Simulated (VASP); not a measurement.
Here is a VASP 6.6.1 calculation.

The input INCAR:

```
  PREC = Accurate
  ENCUT = 520
  EDIFF = 1E-6
  ISMEAR = 0
  SIGMA = 0.1
  LREAL = Auto
  LASPH = T
  NELM = 80
  ALGO = Normal
  ISIF = 2
  LWAVE = F
  LCHARG = F
  GGA = PE
  NBANDS = 118
```

File KPOINTS:

```
Automatic mesh
0
Gamma
  3 3 3
```

The input POSCAR:

```
Nb16H
1.0
    6.6000000000      0.0000000000      0.0000000000
    0.0000000000      6.6000000000      0.0000000000
    0.0000000000      0.0000000000      6.6000000000
Nb H
16 1
Direct
   -0.0007364717      0.0010013026      0.0001765457
    0.4992917356     -0.0001655297      0.0025472520
   -0.0007373137      0.4988966708      0.0001719899
   -0.0006292597      0.0063298321      0.4945697931
    0.2492560917      0.2499506115      0.2477694095
    0.4992900036      0.5000704812      0.0025436822
    0.4993071172     -0.0001971463      0.5018675096
    0.7494644799      0.2499499247      0.2478447588
   -0.0006331760      0.4935638207      0.4945720199
    0.2502925595      0.7499477237      0.2501462679
    0.2492352126      0.2499514838      0.7484714700
    0.4993039354      0.5000970181      0.5018668453
    0.7483177594      0.7499463309      0.2502315787
    0.7493973740      0.2499489597      0.7484790522
    0.2556097968      0.7499525044      0.7557471593
    0.7428143093      0.7499476685      0.7558276918
   -0.0009207340      0.7499512134      0.6254235042
```

Potentials or basis: VASP PAW PBE potentials, release 64 (Nb_sv, H).

Run with:

```bash
$ cat potpaw_PBE.64/Nb_sv/POTCAR potpaw_PBE.64/H/POTCAR > POTCAR
$ mpirun -np 1 vasp_std > vasp.out
```

Task: Estimate the pressure.

Result: 2.2 GPa.

Task: Estimate the band gap on the k mesh.

Result: Zero (an odd number of electrons rules out a gap without spin polarisation).

Stress tensor (GPa, compression positive):
```
2.30 0.00 0.00
0.00 2.29 0.00
0.00 0.00 1.95
```
